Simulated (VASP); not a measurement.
Lu: single point with PBE

The system is Lu.

```
Lu
1.0
     3.50310    0.00000    0.00000
    -1.75155    3.03377    0.00000
     0.00000    0.00000    5.55090
Lu
2
Cartesian
  1.7516 1.0113 4.1632
  0.0000 2.0225 1.3877
```

```yaml
Program: VASP 6.6.1
Task: single point
Functional: PBE
Potentials_or_basis: VASP PAW PBE potentials, release 64 (Lu)
Cutoff: 520 eV
k_mesh: 9 × 9 × 5
Occupations: fermi-dirac, width 0.05 eV
Spin: no spin polarisation
```

| Quantity | Value |
| --- | --- |
| Pressure | -0.4 GPa |
| Band gap on the k mesh | zero (band 25 reaches 3.01 eV, above the bottom of band 26 at 1.57 eV) |

Stress tensor (GPa, compression positive):
```
-0.03  0.00  0.00
 0.00 -0.03  0.00
 0.00  0.00 -0.99
```

Levels at points of the mesh, in eV from the Fermi level:
| k point | band 21 | band 22 | band 23 | band 24 | band 25 | band 26 | band 27 | band 28 | band 29 | band 30 |
| --- | --- | --- | --- | --- | --- | --- | --- | --- | --- | --- |
| (0.00, 0.00, 0.00) | -4.91 | -4.89 | -4.89 | -2.42 | 0.53 | 2.20 | 2.20 | 2.48 | 2.90 | 2.90 |

Run time: 68 s on 1 thread of Intel(R) Xeon(R) Platinum 8259CL CPU @ 2.50GHz (Skylake/Cascade Lake), with other jobs on the host, peak memory 0.21 GiB.

Caveat: spin-orbit coupling is left out, which moves the levels of the heavy elements.
